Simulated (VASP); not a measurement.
Set up this calculation in VASP 6.6.1, as the native input.

```yaml
Task: single point
Functional: PBE
Potentials_or_basis: VASP PAW PBE potentials, release 64 (Hf_pv, C)
Cutoff: 520 eV
k_mesh: 4 × 4 × 1
Occupations: gaussian, width 0.1 eV
Spin: no spin polarisation
Dipole_correction: yes
Further_INCAR_settings: LREAL = Auto; ALGO = Normal; EDIFF = 1e-07; NBANDS = 104
```

The structure of Hf12C13 lies in POSCAR:

```
Hf12C13
1.0
    6.5782051141      0.0000000000      0.0000000000
    0.0000000000      6.5782051141      0.0000000000
    0.0000000000      0.0000000000     20.0841322555
Hf C
12 13
Direct
    0.0000000000      0.0000000000      0.1991622017
    0.0000000000      0.5000000000      0.1991622017
    0.5000000000      0.0000000000      0.1991622017
    0.5000000000      0.5000000000      0.1991622017
    0.2500000000      0.2500000000      0.3119533852
    0.2500000000      0.7500000000      0.3119533852
    0.7500000000      0.2500000000      0.3119533852
    0.7500000000      0.7500000000      0.3119533852
    0.0000000000      0.0000000000      0.4231522705
    0.0000000000      0.5000000000      0.4231522705
    0.5000000000      0.0000000000      0.4231522705
    0.5000000000      0.5000000000      0.4231522705
    0.2500000000      0.2500000000      0.1991622017
    0.2500000000      0.7500000000      0.1991622017
    0.7500000000      0.2500000000      0.1991622017
    0.7500000000      0.7500000000      0.1991622017
    0.0000000000      0.0000000000      0.3115316059
    0.0000000000      0.5000000000      0.3115316059
    0.5000000000      0.0000000000      0.3115316059
    0.5000000000      0.5000000000      0.3115316059
    0.2500000000      0.2500000000      0.4274086700
    0.2500000000      0.7500000000      0.4274086700
    0.7500000000      0.2500000000      0.4274086700
    0.7500000000      0.7500000000      0.4274086700
    0.3125000000      0.5000000000      0.5035095954
```

These files were run (other wordings do the same):

INCAR

```
PREC     = Accurate       # precision mode
ENCUT    = 520            # plane-wave cutoff, eV
EDIFF    = 1E-7           # SCF threshold, eV
ISMEAR   = 0              # smearing method
SIGMA    = 0.1            # smearing width, eV
LREAL    = Auto         
LASPH    = T              # aspherical terms in the spheres
NELM     = 80             # most SCF steps
ALGO     = Normal         # electronic algorithm
ISIF     = 2              # what is computed and relaxed
LWAVE    = F              # write WAVECAR
LCHARG   = F              # write CHGCAR
LDIPOL   = T            
IDIPOL   = 3            
DIPOL    = 0.5 0.5 0.320
GGA      = PE             # functional
NBANDS   = 104            # bands
```

KPOINTS

```
regular mesh
0
Gamma
  4 4 1
```

Potentials or basis: VASP PAW PBE potentials, release 64 (Hf_pv, C).

The run is started by

```console
$ cat potpaw_PBE.64/Hf_pv/POTCAR potpaw_PBE.64/C/POTCAR > POTCAR
$ mpirun -np 1 vasp_std > vasp.out
```

It gave:

| Property | Result |
| --- | --- |
| Largest force | 3.633 eV/Å |
| Band gap on the k mesh | zero (bands 86 and 87 overlap by 0.11 eV) |

Caveat: spin-orbit coupling is left out, which moves the levels of the heavy elements.

Run time: 92 min on 1 thread of Intel Xeon 8259CL, with other jobs on the host, peak memory 1.1 GiB.
